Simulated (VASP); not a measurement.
# SiC (Cm) in VASP: further runs

SiC is run at these levels: r2SCAN; tasks: single point.

All numbers are computed with VASP 6.6.1; they aren't measurements. Logs are shortened: lines on timing, memory, paths and dates and some standing lists are left out, and cuts for length are marked.

## (1) The cell of the first run

Symmetry: Cm, No. 8, monoclinic system. The conventional cell has a = 5.326 Å, b = 3.075 Å, c = 10.337 Å, α = 90.00°, β = 102.40°, γ = 90.00°. Si (site symmetry m) has 5 C at 1.88 to 2.48 Å within 2.5 Å. Si (site symmetry m) has 4 C at 1.88 to 1.90 Å within 2.5 Å. Si (site symmetry m) has 4 C at 1.88 to 1.90 Å within 2.5 Å. Si (site symmetry m) has 4 C at 1.88 to 1.90 Å within 2.5 Å. Within 2.5 Å of C (site symmetry m) lie 5 Si at 1.88 to 2.48 Å. Within 2.5 Å of C (site symmetry m) lie 4 Si at 1.88 to 1.90 Å. C (site symmetry m) has 4 Si at 1.88 to 1.90 Å within 2.5 Å. Within 2.5 Å of C (site symmetry m) lie 4 Si at 1.88 to 1.90 Å.

## (2) Single point, r2SCAN

Input file POSCAR:

```
SiC
1.0
   -3.0751950066      0.0000000000      0.0000000000
   -1.5375975033     -2.6631969973      0.0000000000
   -2.6906418710     -1.5534428085     10.0963337124
Si C
4 4
Direct
   -0.1951664724     -0.1951664724      0.9060514413
    0.0964835276      0.0964835276      0.4060514413
    0.5756418610      0.5756418610      0.1560514413
    0.2839918610      0.2839918610      0.6560514413
    0.2785331390      0.2785331390      0.0939485587
   -0.0131168610     -0.0131168610      0.5939485587
    0.4660414724      0.4660414724      0.3439485587
    0.1743914724      0.1743914724      0.8439485587
```

Input file INCAR.step1:

```
PREC     = Accurate       # precision mode
ENCUT    = 520            # plane-wave cutoff, eV
ISMEAR   = 0              # smearing method
SIGMA    = 0.05           # smearing width, eV
LREAL    = False          # projectors in reciprocal space
LASPH    = True           # aspherical terms in the spheres
NELM     = 100            # most SCF steps
NBANDS   = 26             # bands
GGA      = PE             # functional
ALGO     = Normal         # electronic algorithm
EDIFF    = 1E-4           # SCF threshold, eV
LWAVE    = True           # write WAVECAR
LCHARG   = False          # write CHGCAR
```

Input file INCAR.step2:

```
PREC     = Accurate       # precision mode
ENCUT    = 520            # plane-wave cutoff, eV
EDIFF    = 1E-7           # SCF threshold, eV
ISMEAR   = 0              # smearing method
SIGMA    = 0.05           # smearing width, eV
LREAL    = False          # projectors in reciprocal space
LASPH    = True           # aspherical terms in the spheres
NELM     = 100            # most SCF steps
ALGO     = Normal         # electronic algorithm
ISIF     = 2              # what is computed and relaxed
LWAVE    = False          # write WAVECAR
LCHARG   = False          # write CHGCAR
METAGGA  = R2SCAN         # meta-GGA
LMIXTAU  = True         
NBANDS   = 26             # bands
ISTART   = 1
```

Input file KPOINTS:

```
regular mesh
0
Gamma
  8 8 3
```

Potentials or basis: VASP PAW PBE potentials, release 64 (Si, C).

On the command line:

```sh
$ cat potpaw_PBE.64/Si/POTCAR potpaw_PBE.64/C/POTCAR > POTCAR
$ cp INCAR.step1 INCAR
$ mpirun -np 1 vasp_std > vasp.out
$ cp INCAR.step2 INCAR
$ mpirun -np 1 vasp_std > vasp.out
```

OUTCAR:

```text
PREC = Accurate
   ENCUT = 520
   EDIFF = 1E-7
   ISMEAR = 0
   LREAL = False
   LASPH = True
   NELM = 100
   ISIF = 2
   METAGGA = R2SCAN
   ISTART = 1

 ion  position               nearest neighbor table
   1  0.805  0.805  0.906-   8 1.88   8 1.88   8 1.88   5 2.48   5 2.48   3 2.56   4 3.09   4 3.09
                             4 3.09
   2  0.096  0.096  0.406-   7 1.88   7 1.88   7 1.88   6 1.90   3 3.09   3 3.09   4 3.09   4 3.09
                             4 3.09   3 3.09
   3  0.576  0.576  0.156-   5 1.88   5 1.88   5 1.88   7 1.90   1 2.56   2 3.09   2 3.09   2 3.09

   4  0.284  0.284  0.656-   6 1.88   6 1.88   6 1.88   8 1.90   1 3.09   1 3.09   2 3.09   2 3.09
                             2 3.09   1 3.09
   5  0.279  0.279  0.094-   3 1.88   3 1.88   3 1.88   1 2.48   1 2.48
   6  0.987  0.987  0.594-   4 1.88   4 1.88   4 1.88   2 1.90
   7  0.466  0.466  0.344-   2 1.88   2 1.88   2 1.88   3 1.90
   8  0.174  0.174  0.844-   1 1.88   1 1.88   1 1.88   4 1.90

  LATTYP: Found a base centered monoclinic cell.
 ALAT       =     5.3263939946
 B/A-ratio  =     0.5773502692
 C/A-ratio  =     1.9407907343
 COS(beta)  =    -0.2147063012

  Lattice vectors:

 A1 = (  -3.0751950066,   0.0000000000,   0.0000000000)
 A2 = (  -1.5375975033,  -2.6631969973,   0.0000000000)
 A3 = (   1.9221506389,   1.1097541888,  10.0963337124)

Analysis of symmetry for initial positions (statically):
=====================================================================
 Subroutine PRICEL returns:
 Original cell was already a primitive cell.

 Routine SETGRP: Setting up the symmetry group for a
 base centered monoclinic supercell.

 Subroutine GETGRP returns: Found  2 space group operations
 (whereof  2 operations were pure point group operations)
 out of a pool of  4 trial point group operations.

The static configuration has the point symmetry C_1h.

Analysis of symmetry for dynamics (positions and initial velocities):
=====================================================================
 Subroutine PRICEL returns:
 Original cell was already a primitive cell.

 Routine SETGRP: Setting up the symmetry group for a
 base centered monoclinic supercell.

 Subroutine GETGRP returns: Found  2 space group operations
 (whereof  2 operations were pure point group operations)
 out of a pool of  4 trial point group operations.

The dynamic configuration has the point symmetry C_1h.

 Subroutine INISYM returns: Found  2 space group operations
 (whereof  2 operations are pure point group operations),
 and found     1 'primitive' translations

----------------------------------------------------------------------------------------

                                     Primitive cell

  volume of cell :      82.6875

  direct lattice vectors                    reciprocal lattice vectors
    -3.075195007  0.000000000  0.000000000    -0.325182630  0.187744279 -0.057773447
    -1.537597503 -2.663196997  0.000000000     0.000000000 -0.375488558 -0.057773447
    -2.690641871 -1.553442809 10.096333712     0.000000000  0.000000000  0.099045855

  length of vectors
     3.075195007  3.075195007 10.563554926     0.379907131  0.379907131  0.099045855

  position of ions in fractional coordinates (direct lattice)
     0.804833528  0.804833528  0.906051441
     0.096483528  0.096483528  0.406051441
     0.575641861  0.575641861  0.156051441
     0.283991861  0.283991861  0.656051441
     0.278533139  0.278533139  0.093948559
     0.986883139  0.986883139  0.593948559
     0.466041472  0.466041472  0.343948559
     0.174391472  0.174391472  0.843948559

  ion indices of the primitive-cell ions
   primitive index   ion index
                 1           1
                 2           2
                 3           3
                 4           4
                 5           5
                 6           6
                 7           7
                 8           8

----------------------------------------------------------------------------------------

 KPOINTS: regular mesh

Automatic generation of k-mesh.
 Grid dimensions read from file:
 generate k-points for:    8    8    3

 Generating k-lattice:

  Cartesian coordinates                     Fractional coordinates (reciprocal lattice)
    -0.040647829  0.023468035 -0.007221681     0.125000000 -0.000000000 -0.000000000
     0.000000000 -0.046936070 -0.007221681     0.000000000  0.125000000  0.000000000
     0.000000000  0.000000000  0.033015285     0.000000000  0.000000000  0.333333333

  Length of vectors
     0.047488391  0.047488391  0.033015285

  Shift w.r.t. Gamma in fractional coordinates (k-lattice)
     0.000000000  0.000000000  0.000000000

 Subroutine IBZKPT returns following result:
 ===========================================

 Found     57 irreducible k-points:

 Following reciprocal coordinates:
            Coordinates               Weight
  0.000000  0.000000  0.000000      1.000000
  0.125000 -0.000000 -0.000000      4.000000
  0.250000 -0.000000 -0.000000      4.000000
  0.375000  0.000000  0.000000      4.000000
  0.500000 -0.000000 -0.000000      2.000000
  0.125000  0.125000  0.000000      2.000000
[... 16 lines left out ...]
  0.125000 -0.000000  0.333333      4.000000
  0.250000 -0.000000  0.333333      4.000000
 [... further k-points ...]
   k-points           NKPTS =     57   k-points in BZ     NKDIM =     57   number of bands    NBANDS=     26
   number of dos      NEDOS =    301   number of ions     NIONS =      8
   total plane-waves  NPLWV =  46080
   dimension x,y,z NGX =    24 NGY =   24 NGZ =   80
   dimension x,y,z NGXF=    48 NGYF=   48 NGZF=  160
   ions per type =               4   4
   NGX,Y,Z   is equivalent  to a cutoff of  12.97, 12.97, 12.59 a.u.
   NGXF,Y,Z  is equivalent  to a cutoff of  25.95, 25.95, 25.18 a.u.
 SYSTEM =  unknown system
   PREC   = accura    normal or accurate (medium, high low for compatibility)
   ISTART =      1    job   : 0-new  1-cont  2-samecut
   ICHARG =      0    charge: 1-file 2-atom 10-const
   ISPIN  =      1    spin polarized calculation?
   LNONCOLLINEAR =      F non collinear calculations
   LSORBIT =      F    spin-orbit coupling
   LASPH  =      T    aspherical Exc in radial PAW
   ENCUT  =  520.0 eV  38.22 Ry    6.18 a.u.   5.72  5.72 19.64*2*pi/ulx,y,z
   NELM   =    100;   NELMIN=  2; NELMDL=  0     # of ELM steps
   EDIFF  = 0.1E-06   stopping-criterion for ELM
   LREAL  =      F    real-space projection
   EDIFFG = 0.1E-05   stopping-criterion for IOM
   NSW    =      0    number of steps for IOM
   IBRION =     -1    ionic relax: 0-MD 1-quasi-New 2-CG
   NFREE  =      0    steps in history (QN), initial steepest desc. (CG)
   ISIF   =      2    stress and relaxation
   ISYM   =      2    0-nonsym 1-usesym 2-fastsym
   POTIM  = 0.5000    time-step for ionic-motion
   TEBEG  =    0.0;   TEEND  =   0.0 temperature during run
   PSTRESS=    0.0 pullay stress
   NELECT =      32.0000    total number of electrons
   NUPDOWN=      -1.0000    fix difference up-down
   EMIN   =  10.00;   EMAX   =-10.00  energy-range for DOS
   EFERMI =   0.00;   METHOD = LEGACY
   ISMEAR =     0;   SIGMA  =   0.05  broadening in eV -4-tet -1-fermi 0-gaus
   EFERMI_NEDOS =   21; number of points for ismear=-14 and -15
   IALGO  =     38    algorithm
   IMIX   =      4    mixing-type and parameters
     AMIX     =   0.40;   BMIX     =  1.00
     AMIX_MAG =   1.60;   BMIX_MAG =  1.00
  volume/ion in A,a.u.               =      10.34        69.75
  Fermi-wavevector in a.u.,A,eV,Ry     =   1.193012  2.254466 19.364879  1.423278
  Thomas-Fermi vector in A             =   2.329037
   LORBIT       =      0    0 simple, 1 ext, 2 COOP (PROOUT), +10 PAW based schemes
   METAGGA = R2SCAN    functional components
   LHFCALC =     F    Hartree Fock is set to
   AEXX    =    0.0000 exact exchange contribution
   IVDW    =     0    specifies the selected vdW correction
   LEPSILON=     F    determine dielectric tensor
   LRPA    =     F    only Hartree local field effects (RPA)
 non-spin polarized calculation
 Gauss-broadening in eV      SIGMA  =   0.05
  energy-cutoff  :      520.00
  volume of cell :       82.69
 maximum number of plane-waves:      2245
   NGX = 11   NGY = 11   NGZ = 39

 number of electron      32.0000003 magnetization

 Free energy of the ion-electron system (eV)
  ---------------------------------------------------
  ext. energy  EPLUGINS =         0.00000000
  ---------------------------------------------------
  free energy    TOTEN  =       -75.17740576 eV

  energy without entropy =      -75.17740576  energy(sigma->0) =      -75.17740576

 E-fermi :   8.6802     XC(G=0): -11.9906

 val. band max:        8.4274267007   @ k =   0.1250  -0.0000  -0.0000
 cond. band min:       9.2116969305   @ k =   0.5000  -0.0000   0.3333
 fundamental gap:      0.7842702298
 Fermi energy:         8.6801949241

 k-point     1 :       0.0000    0.0000    0.0000
  band No.  band energies     occupation
      1      -8.1833      2.00000
      2      -6.9745      2.00000
      3      -6.9143      2.00000
      4      -4.5658      2.00000
      5      -0.7167      2.00000
      6       3.4811      2.00000
[... 18 lines left out ...]
     25      16.1282      0.00000
     26      16.4736      0.00000

 k-point     2 :       0.1250   -0.0000   -0.0000
  band No.  band energies     occupation
      1      -7.8930      2.00000
      2      -6.8387      2.00000
      3      -6.4905      2.00000
      4      -4.3555      2.00000
      5      -0.4115      2.00000
      6       3.2750      2.00000
[... 18 lines left out ...]
     25      16.4565      0.00000
     26      16.6001      0.00000

 k-point     3 :       0.2500   -0.0000   -0.0000
  band No.  band energies     occupation
      1      -7.0419      2.00000
      2      -6.1812      2.00000
      3      -5.5228      2.00000
      4      -3.7630      2.00000
      5       0.3985      2.00000
      6       2.2376      2.00000
[... 572 lines left out ...]
 k-point    23 :       0.1250   -0.0000    0.3333
  band No.  band energies     occupation
      1      -7.8145      2.00000
      2      -7.2165      2.00000
      3      -5.9926      2.00000
      4      -4.6594      2.00000
      5       0.0167      2.00000
      6       2.2730      2.00000
[... 18 lines left out ...]
     25      16.4250      0.00000
     26      16.7659      0.00000

 k-point    24 :       0.2500   -0.0000    0.3333
  band No.  band energies     occupation
      1      -7.0234      2.00000
      2      -6.2711      2.00000
      3      -5.4035      2.00000
      4      -3.8357      2.00000
      5       0.4993      2.00000
      6       2.2768      2.00000
[... 18 lines left out ...]
     25      17.2706      0.00000
     26      17.6873      0.00000

 [... further k-points ...]
[... 5 lines left out ...]
  --------------------------------------------------------------------------------------
  -------------------------------------------------------------------------------------
  Total       -1.4583608     -3.6628787      1.4749451      1.9091685     -0.2846883     -0.4930947
  in kB      -28.2576426    -70.9730503     28.5789847     36.9926281     -5.5162070     -9.5543528
  external PRESSURE =     -23.5505694 kB  Pullay stress =       0.0000000 kB

 VOLUME and BASIS-vectors are now :
 -----------------------------------------------------------------------------
  energy-cutoff  :      520.00
  volume of cell :       82.69
      direct lattice vectors                 reciprocal lattice vectors
    -3.075195007  0.000000000  0.000000000    -0.325182630  0.187744279 -0.057773447
    -1.537597503 -2.663196997  0.000000000     0.000000000 -0.375488558 -0.057773447
    -2.690641871 -1.553442809 10.096333712     0.000000000  0.000000000  0.099045855

 POSITION                                       TOTAL-FORCE (eV/Angst)
 -----------------------------------------------------------------------------------
     -6.15039     -3.55093      9.14780        -0.675692     -0.390111     -0.019780
     -1.53760     -0.88773      4.09963         0.024853      0.014349     -0.172619
     -3.07520     -1.77546      1.57555         0.339976      0.196285      0.300230
     -3.07520     -1.77546      6.62371         0.136133      0.078596     -0.128977
     -1.53760     -0.88773      0.94854        -0.179528     -0.103650     -0.064839
     -6.15039     -3.55093      5.99670         0.020432      0.011797      0.080172
     -3.07520     -1.77546      3.47262        -0.048557     -0.028034      0.262571
     -3.07520     -1.77546      8.52079         0.382383      0.220769     -0.256758
 -----------------------------------------------------------------------------------
    total drift:                               -0.000359     -0.000207      0.001059

  FREE ENERGIE OF THE ION-ELECTRON SYSTEM (eV)
  ---------------------------------------------------
  free  energy   TOTEN  =       -75.1774057595 eV

  energy  without entropy=      -75.1774057595  energy(sigma->0) =      -75.17740576
```

It took 5.7 min on 1 thread of Intel Xeon 6975P-C (Granite Rapids), shared host; peak memory 0.26 GiB.

Results:

```yaml
Free_energy: -75.1774 eV
Pressure: -2.4 GPa
Largest_force: 0.780 eV/Å
Band_gap_on_the_k_mesh: 0.78 eV, indirect (least direct gap 1.61 eV)
```

Forces in eV/Å, atoms in the order of the input:
```
Si  -0.676 -0.390 -0.020
Si   0.025  0.014 -0.173
Si   0.340  0.196  0.300
Si   0.136  0.079 -0.129
C   -0.180 -0.104 -0.065
C    0.020  0.012  0.080
C   -0.049 -0.028  0.263
C    0.382  0.221 -0.257
```

Stress tensor (GPa, compression positive):
```
-2.83  3.70 -0.96
 3.70 -7.10 -0.55
-0.96 -0.55  2.86
```

Caveat: the PAW data sets were made with another functional, which shifts forces and pressure a little.

## (3) Single point, r2SCAN

This run uses another cell than the first one, of the same volume but with other edges.

Input file POSCAR:

```
SiC
1.0
   -3.0751950066      0.0000000000      0.0000000000
   -1.5375975033     -2.6631969973      0.0000000000
   -3.4595943824     -1.9973977480     10.0963337124
Si C
4 4
Direct
   -0.3462052476     -0.3462052476      0.9060514413
    0.0287947524      0.0287947524      0.4060514413
    0.5496280857      0.5496280857      0.1560514413
    0.1746280857      0.1746280857      0.6560514413
    0.2628719143      0.2628719143      0.0939485587
   -0.1121280857     -0.1121280857      0.5939485587
    0.4087052476      0.4087052476      0.3439485587
    0.0337052476      0.0337052476      0.8439485587
```

Input file INCAR.step1:

```
ALGO     = Normal         # electronic algorithm
EDIFF    = 1E-4           # SCF threshold, eV
ENCUT    = 520            # plane-wave cutoff, eV
GGA      = PE             # functional
ISMEAR   = 0              # smearing method
LASPH    = T              # aspherical terms in the spheres
LCHARG   = F              # write CHGCAR
LREAL    = F              # projectors in reciprocal space
LWAVE    = T              # write WAVECAR
NBANDS   = 26             # bands
NELM     = 60             # most SCF steps
PREC     = Accurate       # precision mode
SIGMA    = 0.05           # smearing width, eV
```

Input file INCAR.step2:

```
ALGO     = Normal         # electronic algorithm
EDIFF    = 1E-6           # SCF threshold, eV
ENCUT    = 520            # plane-wave cutoff, eV
ISIF     = 2              # what is computed and relaxed
ISMEAR   = 0              # smearing method
ISTART   = 1            
LASPH    = T              # aspherical terms in the spheres
LCHARG   = F              # write CHGCAR
LMIXTAU  = T            
LREAL    = F              # projectors in reciprocal space
LWAVE    = F              # write WAVECAR
METAGGA  = R2SCAN         # meta-GGA
NBANDS   = 26             # bands
NELM     = 60             # most SCF steps
PREC     = Accurate       # precision mode
SIGMA    = 0.05           # smearing width, eV
```

Input file KPOINTS:

```
k-points
0
Gamma
  8 8 3
```

Potentials or basis: VASP PAW PBE potentials, release 64 (Si, C).

On the command line:

```sh
$ cat potpaw_PBE.64/Si/POTCAR potpaw_PBE.64/C/POTCAR > POTCAR
$ cp INCAR.step1 INCAR
$ mpirun -np 1 vasp_std > vasp.out
$ cp INCAR.step2 INCAR
$ mpirun -np 1 vasp_std > vasp.out
```

Wall time 5.6 min (1 thread of Intel Xeon 6975P-C (Granite Rapids), shared host); peak memory 0.26 GiB.

It converged, with:

```
Free energy            : -75.3611 eV
Pressure               : -2.2 GPa
Largest force          : 1.587 eV/Å
Band gap on the k mesh : 0.58 eV, indirect (least direct gap 1.43 eV)
```

Forces on the atoms (eV/Å):
```
Si   1.374  0.793 -0.031
Si  -0.026 -0.015 -0.163
Si  -0.264 -0.152  0.327
Si  -0.025 -0.014 -0.119
C   -0.791 -0.457 -0.188
C   -0.016 -0.009  0.082
C   -0.057 -0.033  0.256
C   -0.195 -0.113 -0.164
```

Stress tensor (GPa, compression positive):
```
-6.59 -3.75 -4.23
-3.75 -2.26 -2.44
-4.23 -2.44  2.38
```

Levels at points of the mesh, in eV from the valence-band top:
```
           k point  band 14  band 15  band 16  band 17  band 18  band 19
(0.00, 0.00, 0.00)    -0.46    -0.23     0.00     4.58     5.38     6.20
(0.50, 0.00, 0.00)    -2.73    -1.71    -1.66     1.49     3.26     3.60
(0.50, 0.50, 0.00)    -2.78    -1.53    -1.32     1.00     3.20     3.69
```

Caveat: the PAW data sets were made with another functional, which shifts forces and pressure a little. r2SCAN opens gaps a little over a GGA but as a rule still falls short of measured ones.
